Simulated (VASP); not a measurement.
A run of VASP 6.6.1 is set up as follows.

Contents of INCAR:

```
ALGO     = Normal         # electronic algorithm
EDIFF    = 1E-7           # SCF threshold, eV
ENCUT    = 520            # plane-wave cutoff, eV
GGA      = PS             # functional
ISIF     = 2              # what is computed and relaxed
ISMEAR   = 0              # smearing method
LASPH    = True           # aspherical terms in the spheres
LCHARG   = False          # write CHGCAR
LREAL    = False          # projectors in reciprocal space
LWAVE    = False          # write WAVECAR
NBANDS   = 30             # bands
NELM     = 60             # most SCF steps
PREC     = Accurate       # precision mode
SIGMA    = 0.1            # smearing width, eV
```

Contents of KPOINTS:

```
k-points
0
Gamma
  6 6 4
```

File POSCAR:

```
Ta
1.0
    3.7480347416      0.0000000000      0.0000000000
   -1.8740173708      3.2458933005      0.0000000000
    0.0000000000      0.0000000000      6.1842573236
Ta
4
Direct
    0.3333333333      0.6666666667      0.4375000000
    0.6666666667      0.3333333333      0.9375000000
    0.6666666667      0.3333333333      0.5625000000
    0.3333333333      0.6666666667      0.0625000000
```

Potentials or basis: VASP PAW PBE potentials, release 64 (Ta_pv).

Launch:

```sh
$ cat potpaw_PBE.64/Ta_pv/POTCAR > POTCAR
$ mpirun -np 1 vasp_std > vasp.out
```

(1) What does it give for the largest force?

(2) Estimate the band gap on the k mesh.

Results:

(1) 0.396 eV/Å.

(2) zero (band 22 reaches 5.52 eV, above the bottom of band 23 at 4.21 eV).

Caveat: the PAW data sets were made with another functional, which shifts forces and pressure a little; spin-orbit coupling is left out, which moves the levels of the heavy elements.
